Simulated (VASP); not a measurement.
The system is WC (Qusongite).

```xyz
2
Lattice="2.9447 0.0000 0.0000 -1.4724 2.5502 0.0000 0.0000 0.0000 2.8739" Properties=species:S:1:pos:R:3 pbc="T T T"
W     0.0000    0.0000    0.0000
C     1.4724    0.8501    1.4370
```

Base run:

| Property | Result |
| --- | --- |
| Program | VASP 6.6.1 |
| Functional | revPBE |
| Potentials or basis | VASP PAW PBE potentials, release 64 (W_sv, C) |
| Cutoff | 520 eV |
| k mesh | 10 × 10 × 9 |
| Occupations | fermi-dirac, width 0.05 eV |
| Spin | no spin polarisation |

Its results: band gap on the k mesh zero (band 9 reaches 11.23 eV, above the bottom of band 10 at 10.10 eV); pressure -5.3 GPa.

Task: After a change of settings the same cell gave: band gap on the k mesh zero (band 9 reaches 11.16 eV, above the bottom of band 10 at 10.03 eV); pressure -8.3 GPa. Which change was it?
A. functional from revPBE to r2SCAN
B. functional from revPBE to r2SCAN; potentials or basis from VASP PAW PBE potentials, release 64 (W_sv, C) to VASP PAW PBE potentials, release 64 (W_sv, C_h); cutoff from 520 eV to 910 eV
C. functional from revPBE to PBE; further incar settings from ALGO = Normal; EDIFF = 1e-06; NBANDS = 16 to ALGO = Normal; EDIFF = 1e-07; NBANDS = 16
D. functional from revPBE to LDA; potentials or basis from VASP PAW PBE potentials, release 64 (W_sv, C) to VASP PAW LDA potentials, release 64 (W_sv, C)

Result: C.

Caveats: spin-orbit coupling is left out, which moves the levels of the heavy elements; the PAW data sets were made with another functional, which shifts forces and pressure a little (some runs).
